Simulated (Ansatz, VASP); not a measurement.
## Two plane-wave programs on LiCl

```xyz
2
Lattice="0.0000 2.4957 2.4957 2.4957 0.0000 2.4957 2.4957 2.4957 0.0000" Properties=species:S:1:pos:R:3 pbc="T T T"
Li    2.4957    2.4957    2.4957
Cl    0.0000    0.0000    0.0000
```

Alike in both runs: task single point; functional PBE; k mesh 8 × 8 × 8; occupations gaussian, width 0.02 eV; no spin polarisation.

|  | VASP | Ansatz |
| --- | --- | --- |
| version | VASP 6.6.1 | Ansatz 0.2.0 |
| potentials or method | VASP PAW PBE potentials, release 64 (Li_sv, Cl), cutoff 520 eV | scalar-relativistic, plane waves, PAW |
| valence electrons in the cell | 10 | 10 |

|  | VASP | Ansatz | Ansatz less VASP |
| --- | --- | --- | --- |
| gap on the k mesh at the Fermi level (eV) | 6.84 | 6.82 | -0.019 |
| least direct gap on the mesh (eV) | 6.84 | 6.83 | -0.013 |

Noted on VASP's run: the cutoff is short for stress, so the pressure is rough.
